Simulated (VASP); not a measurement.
# BP (rocksalt type) (Fm-3m) in VASP: electric field gradients with PBE

Aim: the electric field gradients of BP (rocksalt type) with PBE.

All numbers are computed with VASP 6.6.1; they aren't measurements. Logs are shortened: lines on timing, memory, paths and dates and some standing lists are left out, and cuts for length are marked.

### Step 1. The cell of the first run

Symmetry: Fm-3m, No. 225, cubic system. Conventional cell: a = 4.320 Å, b = 4.320 Å, c = 4.320 Å, α = 90.00°, β = 90.00°, γ = 90.00°. B (site symmetry m-3m) has 6 P at 2.16 Å within 2.9 Å. P (site symmetry m-3m) has 6 B at 2.16 Å within 2.9 Å.

### Step 2. Electric field gradients, PBE

Contents of INCAR:

```
PREC = Accurate ; ENCUT = 520
EDIFF = 1E-8 ; ISMEAR = 1
SIGMA = 0.1 ; LREAL = False
LASPH = True ; NELM = 80
ALGO = Normal ; ISIF = 2
LWAVE = False ; LCHARG = False
GGA = PE ; LEFG = True
ISYM = 0 ; NBANDS = 11
```

Contents of KPOINTS:

```
Automatic mesh
0
Gamma
  16 16 16
```

Contents of POSCAR:

```
BP
1.0
    0.0000000000      2.1597997182      2.1597997182
    2.1597997182      0.0000000000      2.1597997182
    2.1597997182      2.1597997182      0.0000000000
B P
1 1
Direct
    0.0000000000      0.0000000000      0.0000000000
    0.5000000000      0.5000000000      0.5000000000
```

Potentials or basis: VASP PAW PBE potentials, release 64 (B, P).

Launch:

```bash
cat potpaw_PBE.64/B/POTCAR potpaw_PBE.64/P/POTCAR > POTCAR
mpirun -np 1 vasp_std > vasp.out
```

OUTCAR:

```text
PREC = Accurate
   ENCUT = 520
   EDIFF = 1E-8
   ISMEAR = 1
   LREAL = False
   LASPH = True
   NELM = 80
   ISIF = 2
   GGA = PE
   ISYM = 0

 ion  position               nearest neighbor table
   1  0.000  0.000  0.000-   2 2.16   2 2.16   2 2.16   2 2.16   2 2.16   2 2.16
   2  0.500  0.500  0.500-   1 2.16   1 2.16   1 2.16   1 2.16   1 2.16   1 2.16

IMPORTANT INFORMATION: All symmetrisations will be switched off!
NOSYMM: (Re-)initialisation of all symmetry stuff for point group C_1.

----------------------------------------------------------------------------------------

                                     Primitive cell

  volume of cell :      20.1498

  direct lattice vectors                    reciprocal lattice vectors
     0.000000000  2.159799718  2.159799718    -0.231502947  0.231502947  0.231502947
     2.159799718  0.000000000  2.159799718     0.231502947 -0.231502947  0.231502947
     2.159799718  2.159799718  0.000000000     0.231502947  0.231502947 -0.231502947

  length of vectors
     3.054418053  3.054418053  3.054418053     0.400974867  0.400974867  0.400974867

  position of ions in fractional coordinates (direct lattice)
     0.000000000  0.000000000  0.000000000
     0.500000000  0.500000000  0.500000000

  ion indices of the primitive-cell ions
   primitive index   ion index
                 1           1
                 2           2

----------------------------------------------------------------------------------------

 KPOINTS: Automatic mesh

Automatic generation of k-mesh.
 Grid dimensions read from file:
 generate k-points for:   16   16   16

 Generating k-lattice:

  Cartesian coordinates                     Fractional coordinates (reciprocal lattice)
    -0.014468934  0.014468934  0.014468934     0.062500000  0.000000000  0.000000000
     0.014468934 -0.014468934  0.014468934     0.000000000  0.062500000  0.000000000
     0.014468934  0.014468934 -0.014468934     0.000000000  0.000000000  0.062500000

  Length of vectors
     0.025060929  0.025060929  0.025060929

  Shift w.r.t. Gamma in fractional coordinates (k-lattice)
     0.000000000  0.000000000  0.000000000

 Subroutine IBZKPT returns following result:
 ===========================================

 Found   2052 irreducible k-points:

 Following reciprocal coordinates:
            Coordinates               Weight
  0.000000  0.000000  0.000000      1.000000
  0.062500  0.000000  0.000000      2.000000
  0.000000  0.062500  0.000000      2.000000
  0.000000  0.000000  0.062500      2.000000
  0.062500  0.062500  0.062500      2.000000
  0.125000  0.000000  0.000000      2.000000
[... 16 lines left out ...]
  0.000000  0.375000  0.000000      2.000000
  0.000000  0.000000  0.375000      2.000000
 [... further k-points ...]
   k-points           NKPTS =   2052   k-points in BZ     NKDIM =   2052   number of bands    NBANDS=     11
   number of dos      NEDOS =    301   number of ions     NIONS =      2
   total plane-waves  NPLWV =  13824
   dimension x,y,z NGX =    24 NGY =   24 NGZ =   24
   dimension x,y,z NGXF=    48 NGYF=   48 NGZF=   48
   ions per type =               1   1
   NGX,Y,Z   is equivalent  to a cutoff of  13.06, 13.06, 13.06 a.u.
   NGXF,Y,Z  is equivalent  to a cutoff of  26.13, 26.13, 26.13 a.u.
 SYSTEM =  unknown system
   PREC   = accura    normal or accurate (medium, high low for compatibility)
   ISTART =      0    job   : 0-new  1-cont  2-samecut
   ICHARG =      2    charge: 1-file 2-atom 10-const
   ISPIN  =      1    spin polarized calculation?
   LNONCOLLINEAR =      F non collinear calculations
   LSORBIT =      F    spin-orbit coupling
   LASPH  =      T    aspherical Exc in radial PAW
   ENCUT  =  520.0 eV  38.22 Ry    6.18 a.u.   5.68  5.68  5.68*2*pi/ulx,y,z
   NELM   =     80;   NELMIN=  2; NELMDL= -5     # of ELM steps
   EDIFF  = 0.1E-07   stopping-criterion for ELM
   LREAL  =      F    real-space projection
   EDIFFG = 0.1E-06   stopping-criterion for IOM
   NSW    =      0    number of steps for IOM
   IBRION =     -1    ionic relax: 0-MD 1-quasi-New 2-CG
   NFREE  =      0    steps in history (QN), initial steepest desc. (CG)
   ISIF   =      2    stress and relaxation
   ISYM   =      0    0-nonsym 1-usesym 2-fastsym
   POTIM  = 0.5000    time-step for ionic-motion
   TEBEG  =    0.0;   TEEND  =   0.0 temperature during run
   PSTRESS=    0.0 pullay stress
   NELECT =       8.0000    total number of electrons
   NUPDOWN=      -1.0000    fix difference up-down
   EMIN   =  10.00;   EMAX   =-10.00  energy-range for DOS
   EFERMI =   0.00;   METHOD = LEGACY
   ISMEAR =     1;   SIGMA  =   0.10  broadening in eV -4-tet -1-fermi 0-gaus
   EFERMI_NEDOS =   21; number of points for ismear=-14 and -15
   IALGO  =     38    algorithm
   IMIX   =      4    mixing-type and parameters
     AMIX     =   0.40;   BMIX     =  1.00
     AMIX_MAG =   1.60;   BMIX_MAG =  1.00
  volume/ion in A,a.u.               =      10.07        67.99
  Fermi-wavevector in a.u.,A,eV,Ry     =   1.203228  2.273772 19.697946  1.447758
  Thomas-Fermi vector in A             =   2.338988
   LORBIT       =      0    0 simple, 1 ext, 2 COOP (PROOUT), +10 PAW based schemes
   GGA     = PE    functional components
   LHFCALC =     F    Hartree Fock is set to
   AEXX    =    0.0000 exact exchange contribution
   IVDW    =     0    specifies the selected vdW correction
   LEPSILON=     F    determine dielectric tensor
   LRPA    =     F    only Hartree local field effects (RPA)
 non-spin polarized calculation
 Methfessel and Paxton  Order N= 1 SIGMA  =   0.10
  energy-cutoff  :      520.00
  volume of cell :       20.15
 maximum number of plane-waves:       560
   NGX = 11   NGY = 11   NGZ = 11

 number of electron       7.9999999 magnetization

 Free energy of the ion-electron system (eV)
  ---------------------------------------------------
  ext. energy  EPLUGINS =         0.00000000
  ---------------------------------------------------
  free energy    TOTEN  =       -10.80516824 eV

  energy without entropy =      -10.80506948  energy(sigma->0) =      -10.80513532

 E-fermi :   9.6799     XC(G=0): -11.9421

 val. band max:        9.6329093654   @ k =   0.0000   0.0000   0.3125
 cond. band min:       9.6858824102   @ k =  -0.0625  -0.3125   0.5000
 fundamental gap:      0.0529730448
 Fermi energy:         9.6798511197

 k-point     1 :       0.0000    0.0000    0.0000
  band No.  band energies     occupation
      1      -7.2068      2.00000
      2       9.7140      0.45787
      3       9.7140      0.45787
      4       9.7140      0.45787
      5      16.2190      0.00000
      6      17.6278      0.00000
      7      17.6278      0.00000
      8      17.6278      0.00000
      9      18.3261      0.00000
     10      18.3261      0.00000
     11      18.3261      0.00000

 k-point     2 :       0.0625    0.0000    0.0000
  band No.  band energies     occupation
      1      -7.1236      2.00000
      2       9.1632      2.00000
      3       9.6876      0.86904
      4       9.6876      0.86904
      5      16.3575      0.00000
      6      17.6328      0.00000
      7      17.6328      0.00000
      8      17.7240      0.00000
      9      17.8224      0.00000
     10      17.8224      0.00000
     11      18.2770      0.00000

 k-point     3 :       0.0000    0.0625    0.0000
  band No.  band energies     occupation
      1      -7.1236      2.00000
      2       9.1632      2.00000
      3       9.6876      0.86904
      4       9.6876      0.86904
      5      16.3575      0.00000
      6      17.6328      0.00000
      7      17.6328      0.00000
      8      17.7240      0.00000
      9      17.8224      0.00000
     10      17.8224      0.00000
     11      18.2770      0.00000

 k-point     4 :       0.0000    0.0000    0.0625
  band No.  band energies     occupation
      1      -7.1236      2.00000
      2       9.1632      2.00000
      3       9.6876      0.86904
      4       9.6876      0.86904
      5      16.3575      0.00000
      6      17.6328      0.00000
      7      17.6328      0.00000
      8      17.7240      0.00000
      9      17.8224      0.00000
     10      17.8224      0.00000
     11      18.2770      0.00000

 k-point     5 :       0.0625    0.0625    0.0625
  band No.  band energies     occupation
      1      -7.1236      2.00000
      2       9.1632      2.00000
      3       9.6876      0.86904
      4       9.6876      0.86904
      5      16.3575      0.00000
      6      17.6328      0.00000
      7      17.6328      0.00000
      8      17.7240      0.00000
      9      17.8224      0.00000
     10      17.8224      0.00000
     11      18.2770      0.00000
[... 211 lines left out ...]
 k-point    21 :       0.3125    0.3125    0.3125
  band No.  band energies     occupation
      1      -5.1564      2.00000
      2       2.7889      2.00000
      3       9.6329      1.70568
      4       9.6329      1.70568
      5      12.8853      0.00000
      6      12.8853      0.00000
      7      15.2233      0.00000
      8      17.1932      0.00000
      9      21.8134      0.00000
     10      21.8134      0.00000
     11      22.0395      0.00000

 k-point    22 :       0.3750    0.0000    0.0000
  band No.  band energies     occupation
      1      -4.2898      2.00000
      2       1.2158      2.00000
      3       9.8127     -0.06805
      4       9.8127     -0.06805
      5      11.9963      0.00000
      6      11.9963      0.00000
      7      14.9886      0.00000
      8      16.9742      0.00000
      9      23.2710      0.00000
     10      23.3127      0.00000
     11      23.3127      0.00000

 k-point    23 :       0.0000    0.3750    0.0000
  band No.  band energies     occupation
      1      -4.2898      2.00000
      2       1.2158      2.00000
      3       9.8127     -0.06805
      4       9.8127     -0.06805
      5      11.9963      0.00000
      6      11.9963      0.00000
      7      14.9886      0.00000
      8      16.9742      0.00000
      9      23.2710      0.00000
     10      23.3127      0.00000
     11      23.3127      0.00000

 k-point    24 :       0.0000    0.0000    0.3750
  band No.  band energies     occupation
      1      -4.2898      2.00000
      2       1.2158      2.00000
      3       9.8127     -0.06805
      4       9.8127     -0.06805
      5      11.9963      0.00000
      6      11.9963      0.00000
      7      14.9886      0.00000
      8      16.9742      0.00000
      9      23.2710      0.00000
     10      23.3127      0.00000
     11      23.3127      0.00000

 [... further k-points ...]

------------------------ aborting loop because EDIFF is reached ----------------------------------------

  FORCE on cell =-STRESS in cart. coord.  units (eV):
  Direction    XX          YY          ZZ          XY          YZ          ZX
  --------------------------------------------------------------------------------------
  -------------------------------------------------------------------------------------
  Total       -0.0387557     -0.0387555     -0.0387555     -0.0000007     -0.0000007     -0.0000007
  in kB       -3.0815966     -3.0815837     -3.0815814     -0.0000560     -0.0000521     -0.0000553
  external PRESSURE =      -3.0815873 kB  Pullay stress =       0.0000000 kB

 VOLUME and BASIS-vectors are now :
 -----------------------------------------------------------------------------
  energy-cutoff  :      520.00
  volume of cell :       20.15
      direct lattice vectors                 reciprocal lattice vectors
     0.000000000  2.159799718  2.159799718    -0.231502947  0.231502947  0.231502947
     2.159799718  0.000000000  2.159799718     0.231502947 -0.231502947  0.231502947
     2.159799718  2.159799718  0.000000000     0.231502947  0.231502947 -0.231502947

 POSITION                                       TOTAL-FORCE (eV/Angst)
 -----------------------------------------------------------------------------------
      0.00000      0.00000      0.00000         0.000000     -0.000000     -0.000000
      2.15980      2.15980      2.15980        -0.000000      0.000000      0.000000
 -----------------------------------------------------------------------------------
    total drift:                                0.000000     -0.000000     -0.000000

  FREE ENERGIE OF THE ION-ELECTRON SYSTEM (eV)
  ---------------------------------------------------
  free  energy   TOTEN  =       -10.8051682437 eV

  energy  without entropy=      -10.8050694780  energy(sigma->0) =      -10.80513532

 Electric field gradients (V/A^2)
---------------------------------------------------------------------
 ion       V_xx      V_yy      V_zz      V_xy      V_xz      V_yz
---------------------------------------------------------------------
   1       0.000     0.000    -0.000     0.000     0.000     0.000
   2      -0.000     0.000     0.000    -0.000    -0.000    -0.000
---------------------------------------------------------------------

 Electric field gradients after diagonalization (V/A^2)
 (convention: |V_zz| > |V_xx| > |V_yy|)
----------------------------------------------------------------------
 ion       V_xx      V_yy      V_zz     asymmetry (V_yy - V_xx)/ V_zz
----------------------------------------------------------------------
   1      -0.000    -0.000     0.000       0.028
   2       0.000     0.000    -0.000       0.002
----------------------------------------------------------------------

           NMR quadrupolar parameters

 Cq : quadrupolar parameter    Cq=e*Q*V_zz/h
 eta: asymmetry parameters     (V_yy - V_xx)/ V_zz
 Q  : nuclear electric quadrupole moment in mb (millibarn)
----------------------------------------------------------------------
 ion       Cq(MHz)       eta       Q (mb)
----------------------------------------------------------------------
   1       0.000       0.028       1.000
   2      -0.000       0.002       1.000
----------------------------------------------------------------------
```

It took 8.5 min on 1 thread of Oxide Virtual Turin-like, shared host; peak memory 0.48 GiB.

What came out:

* Free energy: -10.8052 eV
* Pressure: -0.3 GPa
* Band gap on the k mesh: zero (bands 4 and 5 overlap by 4.14 eV)
* Largest electric field gradient by atom: under 0.05 V/Å² on every atom

The gap in the log of VASP goes by the Fermi energy; the results here count the filled bands.